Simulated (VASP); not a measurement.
Input of a VASP 6.6.1 run:

File INCAR:

```
SYSTEM = BeTe
PREC     = Accurate       ! precision mode
ENCUT    = 600            ! plane-wave cutoff, eV
EDIFF    = 1E-6           ! SCF threshold, eV
ISMEAR   = 0              ! smearing method
SIGMA    = 0.1            ! smearing width, eV
LREAL    = .False.        ! projectors in reciprocal space
LASPH    = .True.         ! aspherical terms in the spheres
NELM     = 120            ! most SCF steps
ALGO     = Normal         ! electronic algorithm
ISIF     = 2              ! what is computed and relaxed
LWAVE    = .False.        ! write WAVECAR
LCHARG   = .True.         ! write CHGCAR
GGA      = PE             ! functional
LELF     = .True.         ! ELF
LVHAR    = .True.       
NBANDS   = 11             ! bands
GGA_COMPAT= .False.
```

Contents of KPOINTS:

```
regular mesh
0
Gamma
  4 4 4
  0 0 0
```

File POSCAR:

```
BeTe
1.0
    0.0000000000      2.6426547394      2.6426547394
    2.6426547394      0.0000000000      2.6426547394
    2.6426547394      2.6426547394      0.0000000000
Be Te
1 1
Direct
    0.0000000000      0.0000000000      0.0000000000
    0.7500000000      0.7500000000      0.7500000000
```

Potentials or basis: VASP PAW PBE potentials, release 64 (Be, Te).

Run with:

```bash
$ cat potpaw_PBE.64/Be/POTCAR potpaw_PBE.64/Te/POTCAR > POTCAR
$ mpirun -np 1 vasp_std > vasp.out
```

(1) What does it give for the band gap on the k mesh?

(2) Estimate the pressure.

Results:

(1) 1.42 eV, indirect (least direct gap 3.38 eV).

(2) 18.7 GPa.

Caveat: the k points lie up to 0.51 Å⁻¹ apart; spin-orbit coupling is left out, which moves the levels of the heavy elements.
